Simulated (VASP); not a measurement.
# NaBe5H (P1) in VASP: single point with PBE

Aim: the single point of NaBe5H with PBE.

Program: VASP 6.6.1. These are calculated values, not measurements. Logs are shortened: lines on timing, memory, paths and dates and some standing lists are left out, and cuts for length are marked.

## Step 1: The cell of the first run

The typed cell holds 7 atoms: a = 4.367 Å, b = 4.455 Å, c = 5.847 Å, α = 107.91°, β = 92.69°, γ = 119.09°.

## Step 2: Single point, PBE

INCAR

```
PREC     = Accurate       # precision mode
ENCUT    = 520            # plane-wave cutoff, eV
EDIFF    = 1E-6           # SCF threshold, eV
ISMEAR   = 0              # smearing method
SIGMA    = 0.1            # smearing width, eV
LREAL    = F              # projectors in reciprocal space
LASPH    = T              # aspherical terms in the spheres
NELM     = 60             # most SCF steps
ALGO     = Normal         # electronic algorithm
ISIF     = 2              # what is computed and relaxed
LWAVE    = F              # write WAVECAR
LCHARG   = F              # write CHGCAR
GGA      = PE             # functional
NBANDS   = 18             # bands
```

KPOINTS

```
regular mesh
0
Gamma
  6 6 4
```

POSCAR

```
NaBe5H
1.0
    4.3669195481      0.0000000000      0.0000000000
   -2.1663349955      3.8929748400      0.0000000000
   -0.2743473102     -2.2103954463      5.4057784327
Na Be H
1 5 1
Direct
    0.1236030791      0.2382682073      0.7370870355
    0.5378271963      0.5782772205      0.4078169144
    0.5500223490      0.0922101902      0.4215386317
    0.0474207634      0.5881208487      0.4242034512
    0.9973168674      0.9869039608      0.2579719315
    0.8075444308      0.6133729335      0.7594042558
    0.9362653140      0.9028466389      0.9919777798
```

Potentials or basis: VASP PAW PBE potentials, release 64 (Na_pv, Be, H).

On the command line:

```console
$ cat potpaw_PBE.64/Na_pv/POTCAR potpaw_PBE.64/Be/POTCAR potpaw_PBE.64/H/POTCAR > POTCAR
$ mpirun -np 1 vasp_std > vasp.out
```

OUTCAR:

```text
PREC = Accurate
   ENCUT = 520
   EDIFF = 1E-6
   ISMEAR = 0
   LREAL = F
   LASPH = T
   NELM = 60
   ISIF = 2
   GGA = PE

 ion  position               nearest neighbor table
   1  0.124  0.238  0.737-   6 2.49   6 2.59
   2  0.538  0.578  0.408-   4 2.17   4 2.20   3 2.22   3 2.24   6 2.24   5 2.37   5 2.39
   3  0.550  0.092  0.422-   4 2.22   2 2.22   6 2.23   2 2.24   4 2.26   5 2.32
   4  0.047  0.588  0.424-   2 2.17   2 2.20   3 2.22   3 2.26   6 2.26   5 2.36
   5  0.997  0.987  0.258-   7 1.46   3 2.32   4 2.36   2 2.37   2 2.39
   6  0.808  0.613  0.759-   7 1.40   3 2.23   2 2.24   4 2.26   1 2.49   1 2.59
   7  0.936  0.903  0.992-   6 1.40   5 1.46

  LATTYP: Found a triclinic cell.
 ALAT       =     4.3669195481
 B/A-ratio  =     2.3539829513
 C/A-ratio  =     2.9621141724
 COS(alpha) =     0.0022420577
 COS(beta)  =     0.5474895321
 COS(gamma) =     0.8229354460

  Lattice vectors:

 A1 = (   4.3669195481,   0.0000000000,   0.0000000000)
 A2 = (   8.4594917860,  -2.2103954463,   5.4057784327)
 A3 = (   7.0819491640,   0.5278160526, -10.8115568654)

Analysis of symmetry for initial positions (statically):
=====================================================================
 Subroutine PRICEL returns:
 Original cell was already a primitive cell.

 Routine SETGRP: Setting up the symmetry group for a
 triclinic supercell.

 Subroutine GETGRP returns: Found  1 space group operations
 (whereof  1 operations were pure point group operations)
 out of a pool of  2 trial point group operations.

The static configuration has the point symmetry C_1 .

Analysis of symmetry for dynamics (positions and initial velocities):
=====================================================================
 Subroutine PRICEL returns:
 Original cell was already a primitive cell.

 Routine SETGRP: Setting up the symmetry group for a
 triclinic supercell.

 Subroutine GETGRP returns: Found  1 space group operations
 (whereof  1 operations were pure point group operations)
 out of a pool of  2 trial point group operations.

The dynamic configuration has the point symmetry C_1 .

 Subroutine INISYM returns: Found  1 space group operations
 (whereof  1 operations are pure point group operations),
 and found     1 'primitive' translations

----------------------------------------------------------------------------------------

                                     Primitive cell

  volume of cell :      91.8999

  direct lattice vectors                    reciprocal lattice vectors
     4.366919548  0.000000000  0.000000000     0.228994372  0.127429162  0.063726776
    -2.166334996  3.892974840  0.000000000     0.000000000  0.256872968  0.105034057
    -0.274347310 -2.210395446  5.405778433     0.000000000  0.000000000  0.184987234

  length of vectors
     4.366919548  4.455138653  5.846670415     0.269699306  0.277517341  0.184987234

  position of ions in fractional coordinates (direct lattice)
     0.123603079  0.238268207  0.737087035
     0.537827196  0.578277220  0.407816914
     0.550022349  0.092210190  0.421538632
     0.047420763  0.588120849  0.424203451
     0.997316867  0.986903961  0.257971932
     0.807544431  0.613372934  0.759404256
     0.936265314  0.902846639  0.991977780

  ion indices of the primitive-cell ions
   primitive index   ion index
                 1           1
                 2           2
                 3           3
                 4           4
                 5           5
                 6           6
                 7           7

----------------------------------------------------------------------------------------

 KPOINTS: regular mesh

Automatic generation of k-mesh.
 Grid dimensions read from file:
 generate k-points for:    6    6    4

 Generating k-lattice:

  Cartesian coordinates                     Fractional coordinates (reciprocal lattice)
     0.038165729  0.021238194  0.010621129     0.166666667  0.000000000  0.000000000
     0.000000000  0.042812161  0.017505676     0.000000000  0.166666667 -0.000000000
     0.000000000  0.000000000  0.046246809     0.000000000  0.000000000  0.250000000

  Length of vectors
     0.044949884  0.046252890  0.046246809

  Shift w.r.t. Gamma in fractional coordinates (k-lattice)
     0.000000000  0.000000000  0.000000000

 Subroutine IBZKPT returns following result:
 ===========================================

 Found     76 irreducible k-points:

 Following reciprocal coordinates:
            Coordinates               Weight
  0.000000  0.000000  0.000000      1.000000
  0.166667 -0.000000 -0.000000      2.000000
  0.333333 -0.000000  0.000000      2.000000
  0.500000  0.000000  0.000000      1.000000
  0.000000  0.166667  0.000000      2.000000
  0.166667  0.166667  0.000000      2.000000
[... 16 lines left out ...]
  0.333333 -0.000000  0.250000      2.000000
  0.500000  0.000000  0.250000      2.000000
 [... further k-points ...]
   k-points           NKPTS =     76   k-points in BZ     NKDIM =     76   number of bands    NBANDS=     18
   number of dos      NEDOS =    301   number of ions     NIONS =      7
   total plane-waves  NPLWV =  55296
   dimension x,y,z NGX =    32 NGY =   36 NGZ =   48
   dimension x,y,z NGXF=    64 NGYF=   72 NGZF=   96
   ions per type =               1   5   1
   NGX,Y,Z   is equivalent  to a cutoff of  12.18, 13.43, 13.65 a.u.
   NGXF,Y,Z  is equivalent  to a cutoff of  24.36, 26.87, 27.30 a.u.
 SYSTEM =  unknown system
   PREC   = accura    normal or accurate (medium, high low for compatibility)
   ISTART =      0    job   : 0-new  1-cont  2-samecut
   ICHARG =      2    charge: 1-file 2-atom 10-const
   ISPIN  =      1    spin polarized calculation?
   LNONCOLLINEAR =      F non collinear calculations
   LSORBIT =      F    spin-orbit coupling
   LASPH  =      T    aspherical Exc in radial PAW
   ENCUT  =  520.0 eV  38.22 Ry    6.18 a.u.   8.12  8.28 10.87*2*pi/ulx,y,z
   NELM   =     60;   NELMIN=  2; NELMDL= -5     # of ELM steps
   EDIFF  = 0.1E-05   stopping-criterion for ELM
   LREAL  =      F    real-space projection
   EDIFFG = 0.1E-04   stopping-criterion for IOM
   NSW    =      0    number of steps for IOM
   IBRION =     -1    ionic relax: 0-MD 1-quasi-New 2-CG
   NFREE  =      0    steps in history (QN), initial steepest desc. (CG)
   ISIF   =      2    stress and relaxation
   ISYM   =      2    0-nonsym 1-usesym 2-fastsym
   POTIM  = 0.5000    time-step for ionic-motion
   TEBEG  =    0.0;   TEEND  =   0.0 temperature during run
   PSTRESS=    0.0 pullay stress
   NELECT =      18.0000    total number of electrons
   NUPDOWN=      -1.0000    fix difference up-down
   EMIN   =  10.00;   EMAX   =-10.00  energy-range for DOS
   EFERMI =   0.00;   METHOD = LEGACY
   ISMEAR =     0;   SIGMA  =   0.10  broadening in eV -4-tet -1-fermi 0-gaus
   EFERMI_NEDOS =   21; number of points for ismear=-14 and -15
   IALGO  =     38    algorithm
   IMIX   =      4    mixing-type and parameters
     AMIX     =   0.40;   BMIX     =  1.00
     AMIX_MAG =   1.60;   BMIX_MAG =  1.00
  volume/ion in A,a.u.               =      13.13        88.60
  Fermi-wavevector in a.u.,A,eV,Ry     =   0.950738  1.796633 12.298332  0.903902
  Thomas-Fermi vector in A             =   2.079142
   LORBIT       =      0    0 simple, 1 ext, 2 COOP (PROOUT), +10 PAW based schemes
   GGA     = PE    functional components
   LHFCALC =     F    Hartree Fock is set to
   AEXX    =    0.0000 exact exchange contribution
   IVDW    =     0    specifies the selected vdW correction
   LEPSILON=     F    determine dielectric tensor
   LRPA    =     F    only Hartree local field effects (RPA)
 non-spin polarized calculation
 Gauss-broadening in eV      SIGMA  =   0.10
  energy-cutoff  :      520.00
  volume of cell :       91.90
 maximum number of plane-waves:      2488
   NGX = 17   NGY = 17   NGZ = 21

 number of electron      17.9999999 magnetization

 Free energy of the ion-electron system (eV)
  ---------------------------------------------------
  ext. energy  EPLUGINS =         0.00000000
  ---------------------------------------------------
  free energy    TOTEN  =       -19.90038309 eV

  energy without entropy =      -19.89046605  energy(sigma->0) =      -19.89542457

 E-fermi :   2.0261     XC(G=0):  -8.4385

 val. band max:        2.0149031332   @ k =   0.1667   0.3333   0.2500
 cond. band min:       2.0284914990   @ k =   0.5000  -0.1667   0.2500
 fundamental gap:      0.0135883658
 Fermi energy:         2.0260668471

 k-point     1 :       0.0000    0.0000    0.0000
  band No.  band energies     occupation
      1     -21.8322      2.00000
      2     -21.8036      2.00000
      3     -21.7809      2.00000
      4      -5.8481      2.00000
      5      -3.3471      2.00000
      6      -0.9239      2.00000
[... 10 lines left out ...]
     17       8.1616      0.00000
     18       9.5094      0.00000

 k-point     2 :       0.1667   -0.0000   -0.0000
  band No.  band energies     occupation
      1     -21.8331      2.00000
      2     -21.8051      2.00000
      3     -21.7807      2.00000
      4      -5.6423      2.00000
      5      -3.3362      2.00000
      6      -0.8517      2.00000
[... 10 lines left out ...]
     17       8.7680      0.00000
     18       9.5560      0.00000

 k-point     3 :       0.3333   -0.0000    0.0000
  band No.  band energies     occupation
      1     -21.8349      2.00000
      2     -21.8079      2.00000
      3     -21.7803      2.00000
      4      -5.0880      2.00000
      5      -3.3151      2.00000
      6      -1.6765      2.00000
[... 10 lines left out ...]
     17       9.8250      0.00000
     18      10.4673      0.00000

 k-point     4 :       0.5000    0.0000    0.0000
  band No.  band energies     occupation
      1     -21.8358      2.00000
      2     -21.8093      2.00000
      3     -21.7801      2.00000
      4      -4.6311      2.00000
      5      -3.3497      2.00000
      6      -2.3887      2.00000
[... 10 lines left out ...]
     17       9.5352      0.00000
     18      10.3320      0.00000

 k-point     5 :       0.0000    0.1667    0.0000
  band No.  band energies     occupation
      1     -21.8338      2.00000
      2     -21.8041      2.00000
      3     -21.7807      2.00000
      4      -5.6289      2.00000
      5      -3.4097      2.00000
      6      -0.8116      2.00000
[... 10 lines left out ...]
     17       8.7174      0.00000
     18       9.4372      0.00000

 k-point     6 :       0.1667    0.1667    0.0000
  band No.  band energies     occupation
      1     -21.8356      2.00000
      2     -21.8057      2.00000
      3     -21.7805      2.00000
      4      -5.2252      2.00000
      5      -3.4415      2.00000
      6      -1.1410      2.00000
[... 307 lines left out ...]
 k-point    21 :       0.0000    0.0000    0.2500
  band No.  band energies     occupation
      1     -21.8322      2.00000
      2     -21.8036      2.00000
      3     -21.7810      2.00000
      4      -5.6240      2.00000
      5      -3.9889      2.00000
      6      -0.3947      2.00000
[... 10 lines left out ...]
     17       8.5551      0.00000
     18       8.9635      0.00000

 k-point    22 :       0.1667   -0.0000    0.2500
  band No.  band energies     occupation
      1     -21.8331      2.00000
      2     -21.8051      2.00000
      3     -21.7808      2.00000
      4      -5.3252      2.00000
      5      -4.0940      2.00000
      6      -0.4183      2.00000
[... 10 lines left out ...]
     17       8.9546      0.00000
     18       9.4059      0.00000

 k-point    23 :       0.3333   -0.0000    0.2500
  band No.  band energies     occupation
      1     -21.8349      2.00000
      2     -21.8079      2.00000
      3     -21.7804      2.00000
      4      -4.7366      2.00000
      5      -3.9435      2.00000
      6      -1.6771      2.00000
[... 10 lines left out ...]
     17       8.9065      0.00000
     18      10.2420      0.00000

 k-point    24 :       0.5000    0.0000    0.2500
  band No.  band energies     occupation
      1     -21.8358      2.00000
      2     -21.8093      2.00000
      3     -21.7802      2.00000
      4      -4.5535      2.00000
      5      -3.3620      2.00000
      6      -2.5311      2.00000
[... 10 lines left out ...]
     17       9.0213      0.00000
     18      10.3115      0.00000

 [... further k-points ...]

------------------------ aborting loop because EDIFF is reached ----------------------------------------

  FORCE on cell =-STRESS in cart. coord.  units (eV):
  Direction    XX          YY          ZZ          XY          YZ          ZX
  --------------------------------------------------------------------------------------
  -------------------------------------------------------------------------------------
  Total       -0.4105211     -1.2945630     -1.1115283      0.0656738     -0.0035955      0.3893270
  in kB       -7.1570005    -22.5693333    -19.3783180      1.1449534     -0.0626839      6.7875042
  external PRESSURE =     -16.3682172 kB  Pullay stress =       0.0000000 kB

 VOLUME and BASIS-vectors are now :
 -----------------------------------------------------------------------------
  energy-cutoff  :      520.00
  volume of cell :       91.90
      direct lattice vectors                 reciprocal lattice vectors
     4.366919548  0.000000000  0.000000000     0.228994372  0.127429162  0.063726776
    -2.166334996  3.892974840  0.000000000     0.000000000  0.256872968  0.105034057
    -0.274347310 -2.210395446  5.405778433     0.000000000  0.000000000  0.184987234

 POSITION                                       TOTAL-FORCE (eV/Angst)
 -----------------------------------------------------------------------------------
     -0.17862     -0.70168      3.98453         0.067455      0.260366      1.074829
      0.98402      1.34978      2.20457         0.040788     -0.037835     -0.388701
      2.08650     -0.57280      2.27874        -0.013900     -0.073469     -0.141093
     -1.18336      1.35188      2.29315         0.056500     -0.085680     -0.412475
      2.14646      3.27177      1.39454        -0.149165     -0.005973      0.360179
      1.98937      0.70926      4.10517         0.039965     -0.130864     -0.143975
      1.86058      1.32210      5.36241        -0.041643      0.073454     -0.348765
 -----------------------------------------------------------------------------------
    total drift:                               -0.000192      0.000030      0.000212

  FREE ENERGIE OF THE ION-ELECTRON SYSTEM (eV)
  ---------------------------------------------------
  free  energy   TOTEN  =       -19.9003830870 eV

  energy  without entropy=      -19.8904660479  energy(sigma->0) =      -19.89542457
```

Run time: 65 s. Hardware: 1 thread of Intel Xeon 6975P-C (Granite Rapids), shared host; peak memory 0.28 GiB.

What came out:

| Quantity | Value |
| --- | --- |
| Free energy | -19.9004 eV |
| Pressure | -1.6 GPa |
| Largest force | 1.108 eV/Å |
| Band gap on the k mesh | zero (bands 9 and 10 overlap by 0.36 eV) |

Forces on the atoms (eV/Å):
```
Na   0.067  0.260  1.075
Be   0.041 -0.038 -0.389
Be  -0.014 -0.073 -0.141
Be   0.057 -0.086 -0.412
Be  -0.149 -0.006  0.360
Be   0.040 -0.131 -0.144
H   -0.042  0.073 -0.349
```

Stress tensor (GPa, compression positive):
```
-0.72  0.11  0.68
 0.11 -2.26 -0.01
 0.68 -0.01 -1.94
```

Caveat: forces of over 1 eV/Å act on the atoms, so gaps and moduli don't describe the material at rest.
